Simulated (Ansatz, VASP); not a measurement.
Si in VASP and in Ansatz

The input INCAR:

```
PREC     = Accurate       # precision mode
ENCUT    = 520            # plane-wave cutoff, eV
EDIFF    = 1E-8           # SCF threshold, eV
ISMEAR   = -1             # smearing method
SIGMA    = 0.05           # smearing width, eV
LREAL    = F              # projectors in reciprocal space
LASPH    = T              # aspherical terms in the spheres
NELM     = 100            # most SCF steps
ALGO     = Normal         # electronic algorithm
ISIF     = 2              # what is computed and relaxed
LWAVE    = F              # write WAVECAR
LCHARG   = F              # write CHGCAR
GGA      = PE             # functional
LEFG     = T            
NBANDS   = 11             # bands
```

The input KPOINTS:

```
Automatic mesh
0
Gamma
  16 16 16
```

File POSCAR:

```
Si
1.0
   -2.1834700000      2.2974450000      1.2750000000
    2.1834700000     -2.2974450000      1.2750000000
    2.1834700000      2.2974450000     -1.2750000000
Si
2
Direct
    0.8070000000      0.5570000000      0.2500000000
    0.1930000000      0.4430000000      0.7500000000
```

Input for Ansatz:

```yaml
crystal:
  lattice:
    - [-2.18347, 2.297445, 1.275]
    - [2.18347, -2.297445, 1.275]
    - [2.18347, 2.297445, -1.275]
  atoms:
    - { symbol: Si, position: [0.807, 0.557, 0.25] }
    - { symbol: Si, position: [0.193, 0.443, 0.75] }
kpoints:
  mp_grid: { grid: [16, 16, 16] }
scf:
  occupations: { method: fermi_dirac, width: 0.05 }
hamiltonian:
  xc: pbe
  pseudopotentials: { kind: all_electron, datasets: crystal }
output:
  forces: true
  stress: true
  eigenvalues: true
  efg: { contact_densities: true }
```

Change from the starting cell: equal xx and yy strain of -3 %, crystal datasets.

Alike in both runs: task electric field gradients; functional PBE; k mesh 16 × 16 × 16; occupations fermi-dirac, width 0.05 eV; no spin polarisation.

|  | VASP | Ansatz |
| --- | --- | --- |
| version | VASP 6.6.1 | Ansatz 0.2.0 |
| potentials or method | VASP PAW PBE potentials, release 64 (Si), cutoff 520 eV | all-electron PAW with datasets made for the crystal, scalar-relativistic |

|  | VASP | Ansatz | Ansatz less VASP |
| --- | --- | --- | --- |
| pressure (GPa) | 28.2 | 28.2 | +0.07 |
| traceless stress, the component that is largest in VASP (GPa) | 7.05 | 7.05 | 0.000 |
| rms of the force components (eV/Å) | 0.032 | 0.034 | +0.0022 |
| size of Vzz on the site where it differs most (V/Å²) | 32.2 | 31.3 | -0.87 |

Atom by atom the forces differ by 0.002 eV/Å (rms over components). Both programs put the cell under a high pressure, so it lies far from rest at this level. Ansatz ran all-electron here, and VASP with PAW potentials.
